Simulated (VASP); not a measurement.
Here is a VASP 6.6.1 calculation.

File INCAR:

```
SYSTEM = ZrB2
ALGO = Normal ; EDIFF = 1E-8
ENCUT = 520 ; ISIF = 2
ISMEAR = -1 ; LASPH = .TRUE.
LCHARG = .FALSE. ; LEFG = .TRUE.
LREAL = .FALSE. ; LWAVE = .FALSE.
NBANDS = 16 ; NELM = 80
PREC = Accurate ; SIGMA = 0.03
```

Contents of KPOINTS:

```
k-points
0
G
  13 13 10
  0 0 0
```

File POSCAR:

```
ZrB2
1.0
    3.1649998255      0.0000000000      0.0000000000
   -1.5824999128      2.7409702519      0.0000000000
    0.0000000000      0.0000000000      3.5200000000
Zr B
1 2
Direct
    0.0000000000      0.0000000000      0.0000000000
    0.3333333333      0.6666666667      0.5000000000
    0.6666666667      0.3333333333      0.5000000000
```

Potentials or basis: VASP PAW LDA potentials, release 64 (Zr_sv, B).

Launch:

```console
$ cat potpaw_LDA.64/Zr_sv/POTCAR potpaw_LDA.64/B/POTCAR > POTCAR
$ mpirun -np 1 vasp_std > vasp.out
```

(1) Estimate the band gap on the k mesh.

(2) Estimate the pressure.

Answers

(1) zero (bands 9 and 10 overlap by 0.88 eV).

(2) -6.8 GPa.

Caveat: the cell stands under tension; without QUAD_EFG the Cq values of the log hold for a quadrupole moment of 1 mb, not for the nuclei.
